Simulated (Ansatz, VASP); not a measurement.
## One calculation of Bi, two programs

```
Bi
1.0
     3.35837    0.00000    0.00000
     0.00000    3.35837    0.00000
     0.00000    0.00000    3.35837
Bi
1
Direct
  0.00000 0.00000 0.00000
```

Alike in both runs: functional BLYP; k mesh 10 × 10 × 10; occupations fermi-dirac, width 0.1 eV; no spin polarisation.

Ansatz relaxed the structure, and its values are those at the end. VASP's run is a single point on that final structure, the one shown.

```csv
,VASP,Ansatz
version,VASP 6.6.1,Ansatz 0.2.0
potentials or method,"VASP PAW PBE potentials, release 64 (Bi_d), cutoff 520 eV","plane waves (420 eV) with PAW, scalar-relativistic"
valence electrons in the cell,15,15
```

|  | VASP | Ansatz | Ansatz less VASP |
| --- | --- | --- | --- |
| pressure (GPa) | 0.1 | 0.0 | -0.13 |

VASP's potentials were made for PBE, not for BLYP. With one functional, cell and mesh, what is left measures potentials, basis and numerics.

Spin-orbit coupling is off throughout.
